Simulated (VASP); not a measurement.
Here is a VASP 6.6.1 calculation.

INCAR

```
PREC = Accurate
ENCUT = 520
EDIFF = 1E-6
ISMEAR = 0
SIGMA = 0.1
LREAL = F
LASPH = T
NELM = 60
ALGO = Normal
ISIF = 2
LWAVE = F
LCHARG = T
GGA = PE
LELF = T
LVHAR = T
NBANDS = 14
```

File KPOINTS:

```
regular mesh
0
Gamma
  6 6 6
```

The input POSCAR:

```
Mg2Ir
1.0
    1.7116831834      0.9882407467      5.1697210845
   -1.7116831834      0.9882407467      5.1697210845
    0.0000000000     -1.9764814934      5.1697210845
Mg Ir
2 1
Direct
    0.7500000000      0.7500000000      0.7500000000
    0.2500000000      0.2500000000      0.2500000000
    0.0000000000      0.0000000000      0.0000000000
```

Potentials or basis: VASP PAW PBE potentials, release 64 (Mg, Ir).

Command:

```console
$ cat potpaw_PBE.64/Mg/POTCAR potpaw_PBE.64/Ir/POTCAR > POTCAR
$ mpirun -np 1 vasp_std > vasp.out
```

Problem. Predict the pressure.

Solution. 25.4 GPa.

Problem. Estimate the largest force.

Solution. 3.349 eV/Å.

Problem. What does it give for the band gap on the k mesh?

Solution. Zero (an odd number of electrons rules out a gap without spin polarisation).

Stress tensor (GPa, compression positive):
```
25.98  0.00  0.00
 0.00 25.98  0.00
 0.00  0.00 24.23
```

Caveat: the cell stands under pressure; spin-orbit coupling is left out, which moves the levels of the heavy elements; forces of over 1 eV/Å act on the atoms, so gaps and moduli don't describe the material at rest.
